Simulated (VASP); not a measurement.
# AlC3 (Pm-3m) in VASP: a series of runs

Runs on AlC3. Level: PBE. Tasks: relaxation of cell and atoms.

Everything below comes from runs of VASP 6.6.1. Logs are shortened: lines on timing, memory, paths and dates and some standing lists are left out, and cuts for length are marked.

## 1. The cell of the first run

It takes space group Pm-3m (No. 221, cubic). Conventional cell: a = 3.210 Å, b = 3.210 Å, c = 3.210 Å, α = 90.00°, β = 90.00°, γ = 90.00°. Al (site symmetry m-3m) has 12 C at 2.27 Å within 3.0 Å. C (site symmetry 4/mmm) has 4 Al at 2.27 Å and 8 C at 2.27 Å within 3.0 Å.

## 2. Relaxation of cell and atoms, PBE, target pressure 5 GPa, at which the enthalpy is minimised

INCAR

```
SYSTEM = AlC3
PREC = Accurate ; ENCUT = 600
EDIFF = 1E-6 ; ISMEAR = -1
SIGMA = 0.05 ; LREAL = .FALSE.
LASPH = .TRUE. ; NELM = 80
ALGO = Normal ; ISIF = 3
LWAVE = .FALSE. ; LCHARG = .FALSE.
GGA = PE ; IBRION = 2
NSW = 80 ; EDIFFG = -0.03
PSTRESS = 50.0
```

KPOINTS

```
Automatic mesh
0
G
  6 6 6
  0 0 0
```

POSCAR

```
AlC3
1.0
    3.2100000000      0.0000000000      0.0000000000
    0.0000000000      3.2100000000      0.0000000000
    0.0000000000      0.0000000000      3.2100000000
Al C
1 3
Direct
    0.0000000000      0.0000000000      0.0000000000
    0.0000000000      0.5000000000      0.5000000000
    0.5000000000      0.0000000000      0.5000000000
    0.5000000000      0.5000000000      0.0000000000
```

Potentials or basis: VASP PAW PBE potentials, release 64 (Al, C).

Launch:

```bash
> cat potpaw_PBE.64/Al/POTCAR potpaw_PBE.64/C/POTCAR > POTCAR
> mpirun -np 1 vasp_std > vasp.out
```

OUTCAR:

```text
SYSTEM = AlC3
   PREC = Accurate
   ENCUT = 600
   EDIFF = 1E-6
   ISMEAR = -1
   LREAL = .FALSE.
   LASPH = .TRUE.
   NELM = 80
   ISIF = 3
   GGA = PE
   IBRION = 2
   NSW = 80
   EDIFFG = -0.03
   PSTRESS = 50.0

 ion  position               nearest neighbor table
   1  0.000  0.000  0.000-   2 2.27   3 2.27   4 2.27   2 2.27   3 2.27   2 2.27   4 2.27   2 2.27
                             3 2.27   4 2.27   3 2.27   4 2.27
   2  0.000  0.500  0.500-   1 2.27   1 2.27   1 2.27   1 2.27
   3  0.500  0.000  0.500-   1 2.27   1 2.27   1 2.27   1 2.27
   4  0.500  0.500  0.000-   1 2.27   1 2.27   1 2.27   1 2.27

  LATTYP: Found a simple cubic cell.
 ALAT       =     3.2100000000

  Lattice vectors:

 A1 = (   3.2100000000,   0.0000000000,   0.0000000000)
 A2 = (   0.0000000000,   3.2100000000,   0.0000000000)
 A3 = (   0.0000000000,   0.0000000000,   3.2100000000)

Analysis of symmetry for initial positions (statically):
=====================================================================
 Subroutine PRICEL returns:
 Original cell was already a primitive cell.

 Routine SETGRP: Setting up the symmetry group for a
 simple cubic supercell.

 Subroutine GETGRP returns: Found 48 space group operations
 (whereof 48 operations were pure point group operations)
 out of a pool of 48 trial point group operations.

The static configuration has the point symmetry O_h .

Analysis of symmetry for dynamics (positions and initial velocities):
=====================================================================
 Subroutine PRICEL returns:
 Original cell was already a primitive cell.

 Routine SETGRP: Setting up the symmetry group for a
 simple cubic supercell.

 Subroutine GETGRP returns: Found 48 space group operations
 (whereof 48 operations were pure point group operations)
 out of a pool of 48 trial point group operations.

The dynamic configuration has the point symmetry O_h .

 Subroutine INISYM returns: Found 48 space group operations
 (whereof 48 operations are pure point group operations),
 and found     1 'primitive' translations

----------------------------------------------------------------------------------------

                                     Primitive cell

  volume of cell :      33.0762

  direct lattice vectors                    reciprocal lattice vectors
     3.210000000  0.000000000  0.000000000     0.311526480  0.000000000  0.000000000
     0.000000000  3.210000000  0.000000000     0.000000000  0.311526480  0.000000000
     0.000000000  0.000000000  3.210000000     0.000000000  0.000000000  0.311526480

  length of vectors
     3.210000000  3.210000000  3.210000000     0.311526480  0.311526480  0.311526480

  position of ions in fractional coordinates (direct lattice)
     0.000000000  0.000000000  0.000000000
     0.000000000  0.500000000  0.500000000
     0.500000000  0.000000000  0.500000000
     0.500000000  0.500000000  0.000000000

  ion indices of the primitive-cell ions
   primitive index   ion index
                 1           1
                 2           2
                 3           3
                 4           4

----------------------------------------------------------------------------------------

 KPOINTS: Automatic mesh

Automatic generation of k-mesh.
 Grid dimensions read from file:
 generate k-points for:    6    6    6

 Generating k-lattice:

  Cartesian coordinates                     Fractional coordinates (reciprocal lattice)
     0.051921080  0.000000000  0.000000000     0.166666667  0.000000000  0.000000000
     0.000000000  0.051921080  0.000000000     0.000000000  0.166666667  0.000000000
     0.000000000  0.000000000  0.051921080     0.000000000  0.000000000  0.166666667

  Length of vectors
     0.051921080  0.051921080  0.051921080

  Shift w.r.t. Gamma in fractional coordinates (k-lattice)
     0.000000000  0.000000000  0.000000000

 Subroutine IBZKPT returns following result:
 ===========================================

 Found     20 irreducible k-points:

 Following reciprocal coordinates:
            Coordinates               Weight
  0.000000  0.000000  0.000000      1.000000
  0.166667  0.000000  0.000000      6.000000
  0.333333  0.000000  0.000000      6.000000
  0.500000  0.000000  0.000000      3.000000
  0.166667  0.166667  0.000000     12.000000
  0.333333  0.166667  0.000000     24.000000
[... 12 lines left out ...]
  0.500000  0.500000  0.333333      6.000000
  0.500000  0.500000  0.500000      1.000000
   k-points           NKPTS =     20   k-points in BZ     NKDIM =     20   number of bands    NBANDS=     11
   number of dos      NEDOS =    301   number of ions     NIONS =      4
   total plane-waves  NPLWV =  21952
   dimension x,y,z NGX =    28 NGY =   28 NGZ =   28
   dimension x,y,z NGXF=    56 NGYF=   56 NGZF=   56
   ions per type =               1   3
   NGX,Y,Z   is equivalent  to a cutoff of  14.50, 14.50, 14.50 a.u.
   NGXF,Y,Z  is equivalent  to a cutoff of  29.00, 29.00, 29.00 a.u.
 SYSTEM =  AlC3
   PREC   = accura    normal or accurate (medium, high low for compatibility)
   ISTART =      0    job   : 0-new  1-cont  2-samecut
   ICHARG =      2    charge: 1-file 2-atom 10-const
   ISPIN  =      1    spin polarized calculation?
   LNONCOLLINEAR =      F non collinear calculations
   LSORBIT =      F    spin-orbit coupling
   LASPH  =      T    aspherical Exc in radial PAW
   ENCUT  =  600.0 eV  44.10 Ry    6.64 a.u.   6.41  6.41  6.41*2*pi/ulx,y,z
   NELM   =     80;   NELMIN=  2; NELMDL= -5     # of ELM steps
   EDIFF  = 0.1E-05   stopping-criterion for ELM
   LREAL  =      F    real-space projection
   EDIFFG = -.3E-01   stopping-criterion for IOM
   NSW    =     80    number of steps for IOM
   IBRION =      2    ionic relax: 0-MD 1-quasi-New 2-CG
   NFREE  =      1    steps in history (QN), initial steepest desc. (CG)
   ISIF   =      3    stress and relaxation
   ISYM   =      2    0-nonsym 1-usesym 2-fastsym
   POTIM  = 0.5000    time-step for ionic-motion
   TEBEG  =    0.0;   TEEND  =   0.0 temperature during run
   PSTRESS=   50.0 pullay stress
   NELECT =      15.0000    total number of electrons
   NUPDOWN=      -1.0000    fix difference up-down
   EMIN   =  10.00;   EMAX   =-10.00  energy-range for DOS
   EFERMI =   0.00;   METHOD = LEGACY
   ISMEAR =    -1;   SIGMA  =   0.05  broadening in eV -4-tet -1-fermi 0-gaus
   EFERMI_NEDOS =   21; number of points for ismear=-14 and -15
   IALGO  =     38    algorithm
   IMIX   =      4    mixing-type and parameters
     AMIX     =   0.40;   BMIX     =  1.00
     AMIX_MAG =   1.60;   BMIX_MAG =  1.00
  volume/ion in A,a.u.               =       8.27        55.80
  Fermi-wavevector in a.u.,A,eV,Ry     =   1.257767  2.376835 21.524117  1.581978
  Thomas-Fermi vector in A             =   2.391410
   LORBIT       =      0    0 simple, 1 ext, 2 COOP (PROOUT), +10 PAW based schemes
   GGA     = PE    functional components
   LHFCALC =     F    Hartree Fock is set to
   AEXX    =    0.0000 exact exchange contribution
   IVDW    =     0    specifies the selected vdW correction
   LEPSILON=     F    determine dielectric tensor
   LRPA    =     F    only Hartree local field effects (RPA)
 conjugate gradient relaxation of ions
 non-spin polarized calculation
  energy-cutoff  :      600.00
  volume of cell :       33.08
 maximum number of plane-waves:      1141
 NGX is ok and might be reduce to    28
   NGX = 13   NGY = 13   NGZ = 13

--------------------------------------- Ionic step        1  -------------------------------------------

 number of electron      15.0000000 magnetization

 Free energy of the ion-electron system (eV)
  ---------------------------------------------------
  ext. energy  EPLUGINS =         0.00000000
  ---------------------------------------------------
  free energy    TOTEN  =       -20.65379839 eV

  energy without entropy =      -20.64124274  energy(sigma->0) =      -20.64752056

------------------------ aborting loop because EDIFF is reached ----------------------------------------

  FORCE on cell =-STRESS in cart. coord.  units (eV):
  Direction    XX          YY          ZZ          XY          YZ          ZX
  --------------------------------------------------------------------------------------
  -------------------------------------------------------------------------------------
  Total        0.2115568      0.2115568      0.2115568     -0.0000000     -0.0000000      0.0000000
  in kB       10.2476063     10.2476063     10.2476063     -0.0000000     -0.0000000      0.0000000
  external PRESSURE =     -39.7523937 kB  Pullay stress =      50.0000000 kB

 VOLUME and BASIS-vectors are now :
 -----------------------------------------------------------------------------
  energy-cutoff  :      600.00
  volume of cell :       33.08
      direct lattice vectors                 reciprocal lattice vectors
     3.210000000  0.000000000  0.000000000     0.311526480  0.000000000  0.000000000
     0.000000000  3.210000000  0.000000000     0.000000000  0.311526480  0.000000000
     0.000000000  0.000000000  3.210000000     0.000000000  0.000000000  0.311526480
[... 50 lines left out ...]
  FREE ENERGIE OF THE ION-ELECTRON SYSTEM (eV)
  ---------------------------------------------------
  free  energy   TOTEN  =       -20.6306147915 eV

  energy  without entropy=      -20.6168454683  energy(sigma->0) =      -20.62373013

  enthalpy is  TOTEN    =       -19.6287373781 eV   P V=        1.0018774134

--------------------------------------- Ionic step        3  -------------------------------------------

 number of electron      15.0000000 magnetization

 Free energy of the ion-electron system (eV)
  ---------------------------------------------------
  ext. energy  EPLUGINS =         0.00000000
  ---------------------------------------------------
  free energy    TOTEN  =       -20.64091533 eV

  energy without entropy =      -20.62752909  energy(sigma->0) =      -20.63422221

 E-fermi :   9.6045     XC(G=0): -12.3525

 val. band max:        9.6001930835   @ k =   0.3333   0.1667   0.1667
 cond. band min:       9.7278313296   @ k =   0.3333   0.3333   0.1667
 fundamental gap:      0.1276382461
 Fermi energy:         9.6045189188

 k-point     1 :       0.0000    0.0000    0.0000
  band No.  band energies     occupation
      1      -8.2202      2.00000
      2       2.8646      2.00000
      3       2.8646      2.00000
      4       3.4045      2.00000
      5       3.4045      2.00000
      6       3.4045      2.00000
      7      10.8601      0.00000
      8      10.8601      0.00000
      9      10.8601      0.00000
     10      11.5236      0.00000
     11      13.8730      0.00000

 k-point     2 :       0.1667    0.0000    0.0000
  band No.  band energies     occupation
      1      -7.8748      2.00000
      2       0.1074      2.00000
      3       3.0924      2.00000
      4       3.7213      2.00000
      5       3.7213      2.00000
      6       5.7717      2.00000
      7       9.9911      0.00088
      8      10.2375      0.00001
      9      10.2375      0.00001
     10      12.6506      0.00000
     11      13.1092      0.00000
[... 272 lines left out ...]
 POSITION                                       TOTAL-FORCE (eV/Angst)
 -----------------------------------------------------------------------------------
      0.00000      0.00000      0.00000         0.000000      0.000000      0.000000
     -0.00000      1.59376      1.59376        -0.000000      0.000000      0.000000
      1.59376     -0.00000      1.59376         0.000000     -0.000000      0.000000
      1.59376      1.59376      0.00000         0.000000      0.000000      0.000000
 -----------------------------------------------------------------------------------
    total drift:                                0.000000      0.000000      0.000000

  FREE ENERGIE OF THE ION-ELECTRON SYSTEM (eV)
  ---------------------------------------------------
  free  energy   TOTEN  =       -20.6409153308 eV

  energy  without entropy=      -20.6275290902  energy(sigma->0) =      -20.63422221

  enthalpy is  TOTEN    =       -19.6302284126 eV   P V=        1.0106869183

 reached required accuracy - stopping structural energy minimisation
```

Run time: 15 s. Hardware: 1 thread of Intel Xeon Platinum 8375C at 2.90GHz (Ice Lake), shared host; peak memory 0.15 GiB.

What came out:

- Free energy: -20.6409 eV
- Relaxed volume: 8.10 Å³/atom
- Relaxed cell: a = 3.188 Å, b = 3.188 Å, c = 3.188 Å, α = 90.00°, β = 90.00°, γ = 90.00°
- Space group after relaxing (to 0.05 Å): Pm-3m (No. 221)
- Energy change on relaxing (the enthalpy is what falls): +3.2 meV/atom
- Ionic steps: 3
- Pressure after relaxing: 5.0 GPa

The path:
| step | energy change (eV) | largest force (eV/Å) | pressure (GPa) | volume (Å³) |
| --- | --- | --- | --- | --- |
| 1 | 0.0000 | 0.0000 | 1.02 | 33.08 |
| 2 | 0.0232 | 0.0000 | 6.72 | 32.10 |
| 3 | 0.0129 | 0.0000 | 4.99 | 32.39 |

Final structure:
```
Al C
1.0
     3.18752    0.00000    0.00000
     0.00000    3.18752    0.00000
     0.00000    0.00000    3.18752
Al C
1 3
Direct
  0.00000 0.00000 0.00000
  0.00000 0.50000 0.50000
  0.50000 0.00000 0.50000
  0.50000 0.50000 0.00000
```

Caveat: the cell is relaxed towards a set pressure, so the enthalpy falls and the energy may rise.

[end of part 1 of 2]
